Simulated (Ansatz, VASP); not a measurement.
# One calculation of AlN, two programs

Contents of POSCAR:

```
AlN
1.0
    3.1066937602      0.0000000000      0.0000000000
   -1.5533468801      2.6904757181      0.0000000000
    0.0000000000      0.0000000000      5.1279492985
Al N
2 2
Direct
    0.3333333333      0.6666666667     -0.0010130585
    0.6666666667      0.3333333333      0.4989869415
    0.3333333333      0.6666666667      0.3760130585
    0.6666666667      0.3333333333      0.8760130585
```

The input INCAR.step1:

```
SYSTEM = AlN
ALGO = Normal ; EDIFF = 1E-5
ENCUT = 520 ; GGA = PE
ISIF = 2 ; ISMEAR = 0
LASPH = .True. ; LCHARG = .False.
LREAL = .False. ; LWAVE = .True.
NBANDS = 16 ; NELM = 80
PREC = Accurate ; SIGMA = 0.01
```

File INCAR.step2:

```
SYSTEM = AlN
ALGO = Normal ; EDIFF = 1E-6
ENCUT = 520 ; GGA = PE
HFSCREEN = 0.2079 ; ISIF = 2
ISMEAR = 0 ; ISTART = 1
LASPH = .True. ; LCHARG = .False.
LHFCALC = .True. ; LREAL = .False.
LWAVE = .False. ; NBANDS = 16
NELM = 80 ; PREC = Accurate
PRECFOCK = Normal ; SIGMA = 0.01
```

The input KPOINTS:

```
k-points
0
Gamma
  6 6 4
  0 0 0
```

Input for Ansatz:

```yaml
crystal:
  lattice:
    - [3.1066937602, 0.0, 0.0]
    - [-1.5533468801, 2.6904757181, 0.0]
    - [0.0, 0.0, 5.1279492985]
  atoms:
    - { symbol: Al, position: [0.3333333333, 0.6666666667, -0.0010130585] }
    - { symbol: Al, position: [0.6666666667, 0.3333333333, 0.4989869415] }
    - { symbol: "N", position: [0.3333333333, 0.6666666667, 0.3760130585] }
    - { symbol: "N", position: [0.6666666667, 0.3333333333, 0.8760130585] }
kpoints:
  mp_grid: { grid: [6, 6, 4] }
  band_path:
    path:
      - [0.0, 0.0, 0.0]
      - [0.5, 0.0, 0.0]
      - [0.3333333333, 0.3333333333, 0.0]
      - [0.0, 0.0, 0.5]
      - [0.5, 0.0, 0.5]
      - [0.3333333333, 0.3333333333, 0.5]
    npoints: 1
hamiltonian:
  xc: hse06
scf:
  occupations: { method: fixed }
  n_extra_bands: 5
output:
  forces: true
  stress: true
  eigenvalues: true
```

Change from the starting cell: uniaxial_z strain +3.0%.

Alike in both runs: task single point; functional HSE06; k mesh 6 × 6 × 4; no spin polarisation.

|  | VASP | Ansatz |
| --- | --- | --- |
| version | VASP 6.6.1 | Ansatz 0.2.0 |
| potentials or method | VASP PAW PBE potentials, release 64 (Al, N) | plane waves, PAW |
| plane-wave cutoff (eV) | 520 | 420 |
| occupations | gaussian, width 0.01 eV | fixed |
| valence electrons in the cell | 16 | 16 |

```csv
,VASP,Ansatz,Ansatz less VASP
gap on the k mesh at the Fermi level (eV),5.41,5.42,+0.010
pressure (GPa),-6.4,-6.2,+0.17
"traceless stress, the component that is largest in VASP (GPa)",-5.94,-5.96,-0.024
rms of the force components (eV/Å),0.003,0.004,+0.0010
```

Atom by atom the forces differ by 0.001 eV/Å (rms over components). Ansatz's warnings: stress exchange threshold loose, stress scf threshold loose.
